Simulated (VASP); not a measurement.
# FeGe (P2_13) in VASP: single point with PBE

Aim: the single point of FeGe with PBE.

Everything below comes from runs of VASP 6.6.1. Logs are shortened: lines on timing, memory, paths and dates and some standing lists are left out, and cuts for length are marked.

## (1) The cell of the first run

It takes space group P2_13 (No. 198, cubic). The conventional cell has a = 4.663 Å, b = 4.663 Å, c = 4.663 Å, α = 90.00°, β = 90.00°, γ = 90.00°. Within 3.1 Å of Fe (site symmetry 3) lie 7 Ge at 2.37 to 2.63 Å and 6 Fe at 2.86 Å. Within 3.1 Å of Ge (site symmetry 3) lie 7 Fe at 2.37 to 2.63 Å and 6 Ge at 2.89 Å.

## (2) Single point, PBE, collinear spin, ferromagnetic start

Input file INCAR:

```
  PREC = Accurate
  ENCUT = 520
  EDIFF = 1E-7
  ISMEAR = -1
  SIGMA = 0.05
  LREAL = False
  LASPH = True
  NELM = 150
  ALGO = Normal
  ISIF = 2
  LWAVE = False
  LCHARG = True
  ISPIN = 2
  MAGMOM = 1.27 1.27 1.27 1.27 0 0 0 0
  LORBIT = 11
  LMAXMIX = 4
  GGA = PE
  LELF = True
  LVHAR = True
  NBANDS = 58
```

Input file KPOINTS:

```
regular mesh
0
Gamma
  8 8 8
```

Input file POSCAR:

```
FeGe
1.0
    4.6626167344      0.0000000000      0.0000000000
    0.0000000000      4.6626167344      0.0000000000
    0.0000000000      0.0000000000      4.6626167344
Fe Ge
4 4
Direct
    0.1349101328      0.1349101328      0.1349101328
    0.3650898672      0.8650898672      0.6349101328
    0.6349101328      0.3650898672      0.8650898672
    0.8650898672      0.6349101328      0.3650898672
    0.8417623852      0.8417623852      0.8417623852
    0.6582376148      0.1582376148      0.3417623852
    0.3417623852      0.6582376148      0.1582376148
    0.1582376148      0.3417623852      0.6582376148
```

Potentials or basis: VASP PAW PBE potentials, release 64 (Fe, Ge_d).

Command:

```bash
$ cat potpaw_PBE.64/Fe/POTCAR potpaw_PBE.64/Ge_d/POTCAR > POTCAR
$ mpirun -np 1 vasp_std > vasp.out
```

OUTCAR:

```text
PREC = Accurate
   ENCUT = 520
   EDIFF = 1E-7
   ISMEAR = -1
   LREAL = False
   LASPH = True
   NELM = 150
   ISIF = 2
   ISPIN = 2
   LORBIT = 11
   GGA = PE

 ion  position               nearest neighbor table
   1  0.135  0.135  0.135-   5 2.37   6 2.43   7 2.43   8 2.43   7 2.63   8 2.63   6 2.63   3 2.86
                             4 2.86   2 2.86   2 2.86   4 2.86   3 2.86
   2  0.365  0.865  0.635-   6 2.37   5 2.43   7 2.43   8 2.43   7 2.63   8 2.63   5 2.63   1 2.86
                             1 2.86   3 2.86   3 2.86   4 2.86   4 2.86
   3  0.635  0.365  0.865-   7 2.37   6 2.43   5 2.43   8 2.43   8 2.63   6 2.63   5 2.63   1 2.86
                             4 2.86   2 2.86   2 2.86   4 2.86   1 2.86
   4  0.865  0.635  0.365-   8 2.37   6 2.43   7 2.43   5 2.43   6 2.63   5 2.63   7 2.63   1 2.86
                             3 2.86   2 2.86   1 2.86   2 2.86   3 2.86
   5  0.842  0.842  0.842-   1 2.37   2 2.43   3 2.43   4 2.43   3 2.63   4 2.63   2 2.63   6 2.89
                             7 2.89   8 2.89   6 2.89   8 2.89   7 2.89
   6  0.658  0.158  0.342-   2 2.37   1 2.43   3 2.43   4 2.43   3 2.63   4 2.63   1 2.63   8 2.89
                             5 2.89   5 2.89   7 2.89   7 2.89   8 2.89
   7  0.342  0.658  0.158-   3 2.37   2 2.43   1 2.43   4 2.43   4 2.63   2 2.63   1 2.63   8 2.89
                             5 2.89   8 2.89   6 2.89   6 2.89   5 2.89
   8  0.158  0.342  0.658-   4 2.37   2 2.43   3 2.43   1 2.43   2 2.63   1 2.63   3 2.63   7 2.89
                             5 2.89   7 2.89   5 2.89   6 2.89   6 2.89

  LATTYP: Found a simple cubic cell.
 ALAT       =     4.6626167344

  Lattice vectors:

 A1 = (   4.6626167344,   0.0000000000,   0.0000000000)
 A2 = (   0.0000000000,   4.6626167344,   0.0000000000)
 A3 = (   0.0000000000,   0.0000000000,   4.6626167344)

Analysis of symmetry for initial positions (statically):
=====================================================================
 Subroutine PRICEL returns:
 Original cell was already a primitive cell.

 Routine SETGRP: Setting up the symmetry group for a
 simple cubic supercell.

 Subroutine GETGRP returns: Found 12 space group operations
 (whereof  3 operations were pure point group operations)
 out of a pool of 48 trial point group operations.

The static configuration has the point symmetry C_3 .
 The point group associated with its full space group is T   .

Analysis of symmetry for dynamics (positions and initial velocities):
=====================================================================
 Subroutine PRICEL returns:
 Original cell was already a primitive cell.

 Routine SETGRP: Setting up the symmetry group for a
 simple cubic supercell.

 Subroutine GETGRP returns: Found 12 space group operations
 (whereof  3 operations were pure point group operations)
 out of a pool of 48 trial point group operations.

The dynamic configuration has the point symmetry C_3 .
 The point group associated with its full space group is T   .
[... 176 lines left out ...]
 cond. band min:       8.2042705861   @ k =   0.3750   0.3750   0.3750
 fundamental gap:      0.0035020391
 Fermi energy:         8.2037434099

 spin component 1

 k-point     1 :       0.0000    0.0000    0.0000
  band No.  band energies     occupation
      1     -16.4676      1.00000
      2     -16.4676      1.00000
      3     -16.4676      1.00000
      4     -16.4296      1.00000
      5     -16.4296      1.00000
      6     -16.4296      1.00000
[... 1405 lines left out ...]
     55      13.2100      0.00000
     56      13.4870      0.00000

 [... further k-points ...]

 spin component 2

 k-point     1 :       0.0000    0.0000    0.0000
  band No.  band energies     occupation
      1     -16.4848      1.00000
      2     -16.4848      1.00000
      3     -16.4848      1.00000
      4     -16.4458      1.00000
      5     -16.4458      1.00000
      6     -16.4458      1.00000
[... 1405 lines left out ...]
     55      13.4483      0.00000
     56      13.7061      0.00000

 [... further k-points ...]

 [bands above 56 left out]

------------------------ aborting loop because EDIFF is reached ----------------------------------------

  FORCE on cell =-STRESS in cart. coord.  units (eV):
  Direction    XX          YY          ZZ          XY          YZ          ZX
  --------------------------------------------------------------------------------------
  -------------------------------------------------------------------------------------
  Total        0.2286984      0.2286984      0.2286984     -0.0000000     -0.0000000      0.0000000
  in kB        3.6148025      3.6148025      3.6148025     -0.0000000     -0.0000000      0.0000000
  external PRESSURE =       3.6148025 kB  Pullay stress =       0.0000000 kB

 VOLUME and BASIS-vectors are now :
 -----------------------------------------------------------------------------
  energy-cutoff  :      520.00
  volume of cell :      101.37
      direct lattice vectors                 reciprocal lattice vectors
     4.662616734  0.000000000  0.000000000     0.214471842  0.000000000  0.000000000
     0.000000000  4.662616734  0.000000000     0.000000000  0.214471842  0.000000000
     0.000000000  0.000000000  4.662616734     0.000000000  0.000000000  0.214471842

 POSITION                                       TOTAL-FORCE (eV/Angst)
 -----------------------------------------------------------------------------------
      0.62903      0.62903      0.62903         0.004013      0.004013      0.004013
      1.70227      4.03358      2.96034        -0.004013     -0.004013      0.004013
      2.96034      1.70227      4.03358         0.004013     -0.004013     -0.004013
      4.03358      2.96034      1.70227        -0.004013      0.004013     -0.004013
      3.92482      3.92482      3.92482        -0.004560     -0.004560     -0.004560
      3.06911      0.73780      1.59351         0.004560      0.004560     -0.004560
      1.59351      3.06911      0.73780        -0.004560      0.004560      0.004560
      0.73780      1.59351      3.06911         0.004560     -0.004560      0.004560
 -----------------------------------------------------------------------------------
    total drift:                               -0.000000      0.000000      0.000000

  FREE ENERGIE OF THE ION-ELECTRON SYSTEM (eV)
  ---------------------------------------------------
  free  energy   TOTEN  =       -51.8427229225 eV

  energy  without entropy=      -51.7861780437  energy(sigma->0) =      -51.81445048

 total charge

# of ion       s       p       d       tot
------------------------------------------
    1        0.380   0.505   6.466   7.351
    2        0.380   0.505   6.466   7.351
    3        0.380   0.505   6.466   7.351
    4        0.380   0.505   6.466   7.351
    5        1.115   1.246  10.120  12.482
    6        1.115   1.246  10.120  12.482
    7        1.115   1.246  10.120  12.482
    8        1.115   1.246  10.120  12.482
--------------------------------------------------
tot          5.982   7.002  66.347  79.330

 magnetization (x)

# of ion       s       p       d       tot
------------------------------------------
    1       -0.000  -0.005   1.168   1.162
    2       -0.000  -0.005   1.168   1.162
    3       -0.000  -0.005   1.168   1.162
    4       -0.000  -0.005   1.168   1.162
    5       -0.011  -0.061  -0.006  -0.078
    6       -0.011  -0.061  -0.006  -0.078
    7       -0.011  -0.061  -0.006  -0.078
    8       -0.011  -0.061  -0.006  -0.078
--------------------------------------------------
tot         -0.047  -0.265   4.648   4.336
```

It took 8.8 min on 1 thread of Intel Xeon Platinum 8259CL at 2.50GHz (Skylake/Cascade Lake), shared host; peak memory 0.49 GiB.

Results:

- Free energy: -51.8427 eV
- Pressure: 0.4 GPa
- Largest force: 0.008 eV/Å
- Net moment: 4.20 μB per cell
- Site moments: Fe +1.16; Ge -0.08 μB
- Valence electrons inside the program's atomic spheres: Fe 7.35; Ge 12.48

Forces on the atoms (eV/Å):
```
Fe   0.004  0.004  0.004
Fe  -0.004 -0.004  0.004
Fe   0.004 -0.004 -0.004
Fe  -0.004  0.004 -0.004
Ge  -0.005 -0.005 -0.005
Ge   0.005  0.005 -0.005
Ge  -0.005  0.005  0.005
Ge   0.005 -0.005  0.005
```
